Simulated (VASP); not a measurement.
Runs of VASP 6.6.1 on Y. The structure is that of space group P6/mmm (No. 191), or close to it. The cells are those of the table. 

| task | cell | cutoff (eV) | gap on the mesh (eV) | pressure (GPa) |
| --- | --- | --- | --- | --- |
| relaxation of cell and atoms | relaxed to 160 GPa from a = 2.473, b = 2.473, c = 2.324 Å, angles 90.0, 90.0, 120.0°, 1 atom | 600 | none | 160.0 |
| relaxation of cell and atoms | relaxed to 160 GPa from a = 2.488, b = 2.488, c = 2.336 Å, angles 90.0, 90.0, 120.0°, 1 atom | 600 | none | 160.0 |
| single point | a = 2.488, b = 2.488, c = 2.337 Å, angles 90.0, 90.0, 120.0°, 1 atom | 520 | none | 160.9 |
| single point | a = 2.488, b = 2.488, c = 2.336 Å, angles 90.0, 90.0, 120.0°, 1 atom | 520 | none | (a) |

Alike in all rows: level LDA; potentials or basis VASP PAW LDA potentials, release 64 (Y_sv); no spin polarisation; k mesh 17 × 17 × 16; smearing fermi-dirac 0.05 eV.

Estimate the missing entries.

(a) 161.0.

Caveats: the cell is relaxed towards a set pressure, so the enthalpy falls and the energy may rise (some runs).

A k mesh can miss the band edges, and the runs leave out spin-orbit coupling on Y.

A gap of «none» marks levels without a gap at the run's occupations.
